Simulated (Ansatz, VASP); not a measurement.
## SnO2: VASP beside Ansatz

```xyz
12
Lattice="3.2373 1.8691 4.2908 -3.2373 1.8691 4.2908 0.0000 -3.7382 4.2908" Properties=species:S:1:pos:R:3 pbc="T T T"
Sn    0.0176    0.0101   11.1319
Sn    0.0174   -1.8589    6.8412
Sn   -1.6012    0.9445    6.8412
Sn    1.6362    0.9446    6.8413
O    -1.5939   -0.9202    5.8510
O     1.6433   -0.9203    5.8505
O     0.0246    1.8833    5.8505
O    -0.1543   -0.0891    7.8317
O     0.0247    0.0143    1.5600
O    -0.1547   -1.9582    3.5407
O    -1.7732    0.8452    3.5407
O     1.4643    0.8454    3.5408
```

Change from the starting cell: mode 20 frozen in at -0.075 Å and mode 26 at +0.103 Å (largest displacements).

Alike in both runs: task single point; functional PBE; dispersion D3(BJ); k mesh 6 × 6 × 6; occupations gaussian, width 0.05 eV; no spin polarisation.

|  | VASP | Ansatz |
| --- | --- | --- |
| version | VASP 6.6.1 | Ansatz 0.2.0 |
| potentials or method | VASP PAW PBE potentials, release 64 (Sn_d, O), cutoff 520 eV | scalar-relativistic, plane waves, PAW |
| valence electrons in the cell | 104 | 104 |

|  | VASP | Ansatz | Ansatz less VASP |
| --- | --- | --- | --- |
| gap on the k mesh at the Fermi level (eV) | 1.50 | 1.52 | +0.020 |
| least direct gap on the mesh (eV) | 1.50 | 1.52 | +0.020 |
| pressure (GPa) | 2.7 | 2.0 | -0.69 |
| traceless stress, the component that is largest in VASP (GPa) | 6.99 | 6.89 | -0.103 |
| rms of the force components (eV/Å) | 0.671 | 0.652 | -0.0185 |

Atom by atom the forces differ by 0.031 eV/Å (rms over components).
